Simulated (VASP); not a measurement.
Crystal: LaF5.

```
CELL_PARAMETERS angstrom
0.00000 3.46923 3.46923
3.46923 0.00000 3.46923
3.46923 3.46923 0.00000
ATOMIC_POSITIONS crystal
La 0.00000 0.00000 0.00000
F 0.75000 0.75000 0.75000
F 0.37597 0.37597 0.87208
F 0.37597 0.87208 0.37597
F 0.37597 0.37597 0.37597
F 0.87208 0.37597 0.37597
```

- Program: VASP 6.6.1
- Task: relaxation of cell and atoms
- Functional: PBE
- Potentials or basis: VASP PAW PBE potentials, release 64 (La, F)
- Cutoff: 600 eV
- k mesh: 4 × 4 × 4
- Occupations: gaussian, width 0.1 eV
- Spin: no spin polarisation

At the start: pressure -12.5 GPa; volume 13.92 Å³/atom.

Question: Where does the relaxation end?

Answer: Over 5 steps the energy falls by 119.5 meV/atom and the volume is 11.46 Å³/atom (-17.6 %); space group F-43m (No. 216, to 0.05 Å).

Step by step:
```csv
step,energy change (eV),largest force (eV/Å),pressure (GPa),volume (Å³)
1,0.0000,0.3793,-12.51,83.51
2,-0.6933,0.0569,-3.17,71.05
3,-0.7167,0.0402,-0.19,68.88
4,-0.7165,0.0537,0.25,68.60
5,-0.7169,0.0005,-0.32,68.79
```

Final structure:
```cif
data_structure
_symmetry_space_group_name_H-M 'P 1'
_symmetry_Int_Tables_number 1
_cell_length_a 4.5991
_cell_length_b 4.5991
_cell_length_c 4.5991
_cell_angle_alpha 60.000
_cell_angle_beta 60.000
_cell_angle_gamma 60.000
_cell_volume 68.79
loop_
_atom_site_label
_atom_site_type_symbol
_atom_site_fract_x
_atom_site_fract_y
_atom_site_fract_z
_atom_site_occupancy
La1 La 0.00000 0.00000 0.00000 1
F1 F 0.75000 0.75000 0.75000 1
F2 F 0.37435 0.37435 0.87694 1
F3 F 0.37435 0.87694 0.37435 1
F4 F 0.37435 0.37435 0.37435 1
F5 F 0.87694 0.37435 0.37435 1
```

Caveat: the k points lie up to 0.42 Å⁻¹ apart in the final cell; the volume moved by over 15 % at a fixed basis, so the end points are rough.
